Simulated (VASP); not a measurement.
A run of VASP 6.6.1 is set up as follows.

POSCAR

```
CuF
1.0
    2.7625361970      0.0000000000      0.0000000000
   -1.3812680985      2.3924265254      0.0000000000
    0.0000000000      0.0000000000      6.4019833364
Cu F
2 2
Direct
    0.0000000000      0.0000000000      0.0000000000
    0.0000000000      0.0000000000      0.5000000000
    0.3333333333      0.6666666667      0.2500000000
    0.6666666667      0.3333333333      0.7500000000
```

The input INCAR.step1:

```
SYSTEM = CuF
PREC = Accurate
ENCUT = 520
EDIFF = 1E-5
ISMEAR = -1
SIGMA = 0.02
LREAL = .FALSE.
LASPH = .TRUE.
NELM = 100
ALGO = Normal
ISIF = 2
LWAVE = .TRUE.
LCHARG = .FALSE.
NBANDS = 26
GGA = PE
```

The input INCAR.step2:

```
SYSTEM = CuF
PREC = Accurate
ENCUT = 520
EDIFF = 1E-6
ISMEAR = -1
SIGMA = 0.02
LREAL = .FALSE.
LASPH = .TRUE.
NELM = 100
ALGO = Normal
ISIF = 2
LWAVE = .FALSE.
LCHARG = .FALSE.
GGA = PE
LHFCALC = .TRUE.
AEXX = 0.15
HFSCREEN = 0.3
PRECFOCK = Normal
NBANDS = 26
ISTART = 1
```

KPOINTS

```
regular mesh
0
G
  6 6 2
  0 0 0
```

Potentials or basis: VASP PAW PBE potentials, release 64 (Cu, F).

Run with:

```sh
$ cat potpaw_PBE.64/Cu/POTCAR potpaw_PBE.64/F/POTCAR > POTCAR
$ cp INCAR.step1 INCAR
$ mpirun -np 1 vasp_std > vasp.out
$ cp INCAR.step2 INCAR
$ mpirun -np 1 vasp_std > vasp.out
```

Estimate the pressure.

4.2 GPa.

Estimate the band gap on the k mesh.

zero (bands 18 and 19 overlap by 0.09 eV).

Stress tensor (GPa, compression positive):
```
4.84 0.00 0.00
0.00 4.84 0.00
0.00 0.00 3.00
```

Caveat: the k points lie up to 0.49 Å⁻¹ apart; the PAW data sets were made with another functional, which shifts forces and pressure a little.
